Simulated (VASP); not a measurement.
# Bi (C2/m) in VASP: single point with PBE

Aim: the single point of Bi with PBE.

Everything below comes from runs of VASP 6.6.1. Logs are shortened: lines on timing, memory, paths and dates and some standing lists are left out, and cuts for length are marked.

### 1 The cell of the first run

The structure is monoclinic, space group C2/m (No. 12). The conventional cell has a = 4.489 Å, b = 4.770 Å, c = 3.286 Å, α = 90.00°, β = 95.64°, γ = 90.00°. Bi (site symmetry 2/m) has 6 Bi at 3.28 to 3.29 Å within 4.3 Å.

### 2 Single point, PBE

File INCAR:

```
ALGO = Normal ; EDIFF = 1E-6
ENCUT = 520 ; GGA = PE
ISIF = 2 ; ISMEAR = 0
LASPH = True ; LCHARG = True
LELF = True ; LREAL = False
LVHAR = True ; LWAVE = False
NBANDS = 30 ; NELM = 100
PREC = Accurate ; SIGMA = 0.1
```

File KPOINTS:

```
k-points
0
Gamma
  4 4 4
```

File POSCAR:

```
Bi
1.0
    4.1575142371     -2.3850359318      0.0574724716
    4.1575142371      2.3850359318      0.0574724716
   -0.0743744945      0.0000000000      5.2958314769
Bi
3
Direct
    0.6666653985      0.6666653985      0.6666668108
    0.3333346015      0.3333346015      0.3333331892
    0.0000000000      0.0000000000      0.0000000000
```

Potentials or basis: VASP PAW PBE potentials, release 64 (Bi_d).

Command:

```bash
$ cat potpaw_PBE.64/Bi_d/POTCAR > POTCAR
$ mpirun -np 1 vasp_std > vasp.out
```

OUTCAR:

```text
EDIFF = 1E-6
   ENCUT = 520
   GGA = PE
   ISIF = 2
   ISMEAR = 0
   LASPH = True
   LREAL = False
   NELM = 100
   PREC = Accurate

 ion  position               nearest neighbor table
   1  0.667  0.667  0.667-   3 3.28   3 3.28   2 3.28   2 3.28   2 3.29   3 3.29
   2  0.333  0.333  0.333-   3 3.28   3 3.28   1 3.28   1 3.28   1 3.29   3 3.29
   3  0.000  0.000  0.000-   1 3.28   1 3.28   2 3.28   2 3.28   1 3.29   2 3.29

  LATTYP: Found a base centered monoclinic cell.
 ALAT       =     8.3158229218
 B/A-ratio  =     0.5736139295
 C/A-ratio  =     0.6369007322
 COS(beta)  =    -0.0002201683

  Lattice vectors:

 A1 = (   4.1575142371,  -2.3850359318,   0.0574724716)
 A2 = (   4.1575142371,   2.3850359318,   0.0574724716)
 A3 = (  -0.0743744945,   0.0000000000,   5.2958314769)

Analysis of symmetry for initial positions (statically):
=====================================================================
 Subroutine PRICEL returns following result:

  LATTYP: Found a base centered monoclinic cell.
 ALAT       =     4.4894657450
 B/A-ratio  =     1.0625032319
 C/A-ratio  =     0.7319552913
 COS(beta)  =    -0.0983650436

  Lattice vectors:

 A1 = (  -1.4106506883,   2.3850359318,   1.7461209035)
 A2 = (  -1.4106190216,  -2.3850359318,   1.7461190509)
 A3 = (   2.7468952155,   0.0000000000,   1.8035915225)

   3 primitive cells build up your supercell.

 Routine SETGRP: Setting up the symmetry group for a
 base centered monoclinic supercell.

 Subroutine GETGRP returns: Found  4 space group operations
 (whereof  4 operations were pure point group operations)
 out of a pool of  4 trial point group operations.

The static configuration has the point symmetry C_2h.

Analysis of symmetry for dynamics (positions and initial velocities):
=====================================================================
 Subroutine PRICEL returns following result:

  LATTYP: Found a base centered monoclinic cell.
 ALAT       =     4.4894657450
 B/A-ratio  =     1.0625032319
 C/A-ratio  =     0.7319552913
 COS(beta)  =    -0.0983650436

  Lattice vectors:

 A1 = (  -1.4106506883,   2.3850359318,   1.7461209035)
 A2 = (  -1.4106190216,  -2.3850359318,   1.7461190509)
[... 98 lines left out ...]
 SYSTEM =  unknown system
   PREC   = accura    normal or accurate (medium, high low for compatibility)
   ISTART =      0    job   : 0-new  1-cont  2-samecut
   ICHARG =      2    charge: 1-file 2-atom 10-const
   ISPIN  =      1    spin polarized calculation?
   LNONCOLLINEAR =      F non collinear calculations
   LSORBIT =      F    spin-orbit coupling
   LASPH  =      T    aspherical Exc in radial PAW
   ENCUT  =  520.0 eV  38.22 Ry    6.18 a.u.   8.91  8.91  9.85*2*pi/ulx,y,z
   NELM   =    100;   NELMIN=  2; NELMDL= -5     # of ELM steps
   EDIFF  = 0.1E-05   stopping-criterion for ELM
   LREAL  =      F    real-space projection
   EDIFFG = 0.1E-04   stopping-criterion for IOM
   NSW    =      0    number of steps for IOM
   IBRION =     -1    ionic relax: 0-MD 1-quasi-New 2-CG
   NFREE  =      0    steps in history (QN), initial steepest desc. (CG)
   ISIF   =      2    stress and relaxation
   ISYM   =      2    0-nonsym 1-usesym 2-fastsym
   POTIM  = 0.5000    time-step for ionic-motion
   TEBEG  =    0.0;   TEEND  =   0.0 temperature during run
   PSTRESS=    0.0 pullay stress
   NELECT =      45.0000    total number of electrons
   NUPDOWN=      -1.0000    fix difference up-down
   EMIN   =  10.00;   EMAX   =-10.00  energy-range for DOS
   EFERMI =   0.00;   METHOD = LEGACY
   ISMEAR =     0;   SIGMA  =   0.10  broadening in eV -4-tet -1-fermi 0-gaus
   EFERMI_NEDOS =   21; number of points for ismear=-14 and -15
   IALGO  =     38    algorithm
   IMIX   =      4    mixing-type and parameters
     AMIX     =   0.40;   BMIX     =  1.00
     AMIX_MAG =   1.60;   BMIX_MAG =  1.00
  volume/ion in A,a.u.               =      35.02       236.29
  Fermi-wavevector in a.u.,A,eV,Ry     =   1.234108  2.332127 20.721992  1.523023
  Thomas-Fermi vector in A             =   2.368812
   LORBIT       =      0    0 simple, 1 ext, 2 COOP (PROOUT), +10 PAW based schemes
   GGA     = PE    functional components
   LHFCALC =     F    Hartree Fock is set to
   AEXX    =    0.0000 exact exchange contribution
   IVDW    =     0    specifies the selected vdW correction
   LEPSILON=     F    determine dielectric tensor
   LRPA    =     F    only Hartree local field effects (RPA)
 non-spin polarized calculation
 Gauss-broadening in eV      SIGMA  =   0.10
  energy-cutoff  :      520.00
  volume of cell :      105.05
 maximum number of plane-waves:      2853
   NGX = 17   NGY = 17   NGZ = 19

 number of electron      44.9999986 magnetization

 Free energy of the ion-electron system (eV)
  ---------------------------------------------------
  ext. energy  EPLUGINS =         0.00000000
  ---------------------------------------------------
  free energy    TOTEN  =       -11.51772644 eV

  energy without entropy =      -11.50504802  energy(sigma->0) =      -11.51138723

 E-fermi :   6.4427     XC(G=0):  -9.6055

 val. band max:        6.4088060012   @ k =   0.0000   0.0000   0.5000
 cond. band min:       6.4547476886   @ k =  -0.2500   0.2500   0.2500
 fundamental gap:      0.0459416874
 Fermi energy:         6.4427043305

 k-point     1 :       0.0000    0.0000    0.0000
  band No.  band energies     occupation
      1     -16.5677      2.00000
      2     -16.5617      2.00000
      3     -16.3907      2.00000
      4     -16.3907      2.00000
      5     -16.3888      2.00000
      6     -16.3888      2.00000
[... 781 lines left out ...]
     29      12.9535      0.00000
     30      15.6129      0.00000

------------------------ aborting loop because EDIFF is reached ----------------------------------------

  FORCE on cell =-STRESS in cart. coord.  units (eV):
  Direction    XX          YY          ZZ          XY          YZ          ZX
  --------------------------------------------------------------------------------------
  -------------------------------------------------------------------------------------
  Total       -0.1967952     -0.1337671      0.0269811      0.0000000      0.0000000     -0.0157631
  in kB       -3.0015670     -2.0402469      0.4115224      0.0000000      0.0000000     -0.2404218
  external PRESSURE =      -1.5434305 kB  Pullay stress =       0.0000000 kB

 VOLUME and BASIS-vectors are now :
 -----------------------------------------------------------------------------
  energy-cutoff  :      520.00
  volume of cell :      105.05
      direct lattice vectors                 reciprocal lattice vectors
     4.157514237 -2.385035932  0.057472472     0.120240827 -0.209640447  0.001688658
     4.157514237  2.385035932  0.057472472     0.120240827  0.209640447  0.001688658
    -0.074374494  0.000000000  5.295831477    -0.002609803  0.000000000  0.188791109

 POSITION                                       TOTAL-FORCE (eV/Angst)
 -----------------------------------------------------------------------------------
      5.49376      0.00000      3.60718        -0.000000      0.000000      0.000000
      2.74690      0.00000      1.80359         0.000000     -0.000000     -0.000000
      0.00000      0.00000      0.00000        -0.000000     -0.000000      0.000000
 -----------------------------------------------------------------------------------
    total drift:                                0.000000      0.000000     -0.000000

  FREE ENERGIE OF THE ION-ELECTRON SYSTEM (eV)
  ---------------------------------------------------
  free  energy   TOTEN  =       -11.5177264431 eV

  energy  without entropy=      -11.5050480234  energy(sigma->0) =      -11.51138723
```

stdout:

```text
POSCAR found type information on POSCAR Bi
 POSCAR found :  1 types and       3 ions
 scaLAPACK will be used
 LDA part: xc-table for (Slater+PW92), standard interpolation
 POSCAR, INCAR and KPOINTS ok, starting setup
 FFT: planning ... GRIDC
 FFT: planning ... GRID_SOFT
 FFT: planning ... GRID
 WAVECAR not read
 entering main loop
```

Run time: 34 s. Hardware: 1 thread of AMD EPYC 9R14 (Zen 4), shared host; peak memory 0.2 GiB.

Results:

```yaml
Free_energy: -11.5177 eV
Pressure: -0.2 GPa
Band_gap_on_the_k_mesh: zero (an odd number of electrons rules out a gap without spin polarisation)
```

Stress tensor (GPa, compression positive):
```
-0.30  0.00 -0.02
 0.00 -0.20  0.00
-0.02  0.00  0.04
```

Caveat: the k points lie up to 0.38 Å⁻¹ apart, too coarse for converged energies and pressures of a metal; spin-orbit coupling is left out, which moves the levels of the heavy elements.
